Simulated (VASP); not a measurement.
The system is Al3GaIr.

```xyz
5
Lattice="4.1130 0.0000 0.0000 0.0000 4.1130 0.0000 0.0000 0.0000 4.1130" Properties=species:S:1:pos:R:3 pbc="T T T"
Al    2.0565    0.0000    2.0565
Al    0.0000    2.0565    2.0565
Al    2.0565    2.0565    0.0000
Ga    0.0000    0.0000    0.0000
Ir    2.0565    2.0565    2.0565
```

The cell was generated, and may not be a known phase.

* Program: VASP 6.6.1
* Task: relaxation of cell and atoms
* Functional: PBE
* Potentials or basis: VASP PAW PBE potentials, release 64 (Al, Ga_d, Ir)
* Cutoff: 600 eV
* k mesh: 4 × 4 × 4
* Occupations: gaussian, width 0.1 eV
* Spin: no spin polarisation

At the start: pressure 84.5 GPa; volume 13.92 Å³/atom.

**Question.** How do energy, volume and symmetry change on relaxing?

**Answer.** Over 5 steps the energy falls by 1419.9 meV/atom and the volume is 21.64 Å³/atom (+55.5 %); space group Pm-3m (No. 221, to 0.1 Å) before and after.

The path:
```csv
step,energy change (eV),largest force (eV/Å),pressure (GPa),volume (Å³)
1,0.0000,0.0000,84.50,69.58
2,-3.0036,0.0000,-13.07,172.73
3,-7.0860,0.0000,-1.72,110.71
4,-7.0974,0.0000,-0.72,109.22
5,-7.0997,0.0000,0.04,108.21
```

Final structure:
```
Al Ga Ir
1.0
     4.76528    0.00000    0.00000
     0.00000    4.76528    0.00000
     0.00000    0.00000    4.76528
Al Ga Ir
3 1 1
Direct
  0.50000 0.00000 0.50000
  0.00000 0.50000 0.50000
  0.50000 0.50000 0.00000
  0.00000 0.00000 0.00000
  0.50000 0.50000 0.50000
```

Caveat: the k points lie up to 0.33 Å⁻¹ apart in the final cell, too coarse for converged energies and pressures of a metal; the volume moved by over 15 % at a fixed basis, so the end points are rough.
